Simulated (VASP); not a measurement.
Input of a VASP 6.6.1 run:

INCAR

```
  PREC = Accurate
  ENCUT = 520
  EDIFF = 1E-6
  ISMEAR = 0
  SIGMA = 0.05
  LREAL = F
  LASPH = T
  NELM = 60
  ALGO = Normal
  ISIF = 2
  LWAVE = F
  LCHARG = F
  GGA = PE
  NBANDS = 35
```

Contents of KPOINTS:

```
Automatic mesh
0
Gamma
  6 6 10
```

POSCAR

```
SnO2
1.0
    4.7517755644      0.0000000000      0.0000000000
    0.0000000000      4.7517890131      0.0000000000
    0.0000000000      0.0000000000      2.9413490743
Sn O
2 4
Direct
    0.5000000000      0.5000000000      0.5000000000
    0.0000000000      0.0000000000      0.0000000000
    0.2622246017      0.3406245790      0.0000000000
    0.7622246017      0.1593754210      0.5000000000
    0.2377753983      0.8406245790      0.5000000000
    0.7377753983      0.6593754210      0.0000000000
```

Potentials or basis: VASP PAW PBE potentials, release 64 (Sn_d, O).

Command:

```console
$ cat potpaw_PBE.64/Sn_d/POTCAR potpaw_PBE.64/O/POTCAR > POTCAR
$ mpirun -np 1 vasp_std > vasp.out
```

Problem. Predict the band gap on the k mesh.

Solution. 2.33 eV (least direct gap 2.34 eV).

Problem. Estimate the largest force.

Solution. 0.050 eV/Å.

Problem. Predict the pressure.

Solution. 30.2 GPa.

Stress tensor (GPa, compression positive):
```
18.04  0.00  0.00
 0.00 22.63  0.00
 0.00  0.00 49.84
```

Caveat: the cell stands under pressure; spin-orbit coupling is left out, which moves the levels of the heavy elements. A k mesh can miss the band edges.
